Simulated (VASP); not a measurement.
Write the native input for VASP 6.6.1 that does the following.

```yaml
Task: single point
Functional: PBE
Potentials_or_basis: VASP PAW PBE potentials, release 64 (Fe)
Cutoff: 520 eV
k_mesh: 13 × 13 × 13
Occupations: gaussian, width 0.022 eV
Spin: collinear spin, ferromagnetic start
Starting_moments: "[3.0] μB"
Dipole_correction: no
Further_INCAR_settings: ALGO = Fast; EDIFF = 1e-06; NBANDS = 14
```

The structure of Fe lies in POSCAR:

```
Fe
1.0
   -1.4430000000      1.4430000000      1.4430000000
    1.4430000000     -1.4430000000      1.4430000000
    1.4430000000      1.4430000000     -1.4430000000
Fe
1
Direct
    0.0000000000      0.0000000000      0.0000000000
```

One way to write it, as run:

INCAR

```
ALGO = Fast ; EDIFF = 1E-6
ENCUT = 520 ; GGA = PE
ISIF = 2 ; ISMEAR = 0
ISPIN = 2 ; LASPH = True
LCHARG = False ; LMAXMIX = 4
LORBIT = 11 ; LREAL = False
LWAVE = False ; MAGMOM = 3
NBANDS = 14 ; NELM = 150
PREC = Accurate ; SIGMA = 0.022
```

KPOINTS

```
k-points
0
Gamma
  13 13 13
```

Potentials or basis: VASP PAW PBE potentials, release 64 (Fe).

Launch:

```sh
$ cat potpaw_PBE.64/Fe/POTCAR > POTCAR
$ mpirun -np 1 vasp_std > vasp.out
```

It gave:

```json
{"Pressure": "-9.5 GPa", "Net moment": "2.28 μB per cell", "Site moments": "Fe +2.29 μB", "Valence electrons inside the program's atomic spheres": "Fe 7.16"}
```

Run time: 20 s on 1 thread of Intel(R) Xeon(R) Platinum 8488C (Sapphire Rapids), on a shared host, peak memory 0.14 GiB.
